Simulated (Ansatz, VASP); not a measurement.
LiF: VASP beside Ansatz

```
Li F
1.0
     0.00000    2.03414    2.01400
     2.03414    0.00000    2.01400
     2.03414    2.03414    0.00000
Li F
1 1
Direct
  0.00000 0.00000 0.00000
  0.50000 0.50000 0.50000
```

Change from the starting cell: equal xx and yy strain of +1 %.

Alike in both runs: task single point; functional LDA; k mesh 10 × 10 × 10; occupations fermi-dirac, width 0.03 eV; no spin polarisation.

|  | VASP | Ansatz |
| --- | --- | --- |
| version | VASP 6.6.1 | Ansatz 0.2.0 |
| potentials or method | VASP PAW LDA potentials, release 64 (Li_sv, F), cutoff 520 eV | all-electron LAPW, scalar-relativistic |

VASP gave:

| Property | Result |
| --- | --- |
| gap on the k mesh at the Fermi level (eV) | 8.65 |

Question: Estimate Ansatz's values.

Answer: gap on the k mesh at the Fermi level (eV): 8.64.

LDA's correlation is that of Perdew and Zunger in VASP and of Perdew and Wang (1992) in Ansatz. Ansatz ran all-electron here, and VASP with PAW potentials.

Noted on VASP's run: the cutoff is short for stress, so the pressure is rough.
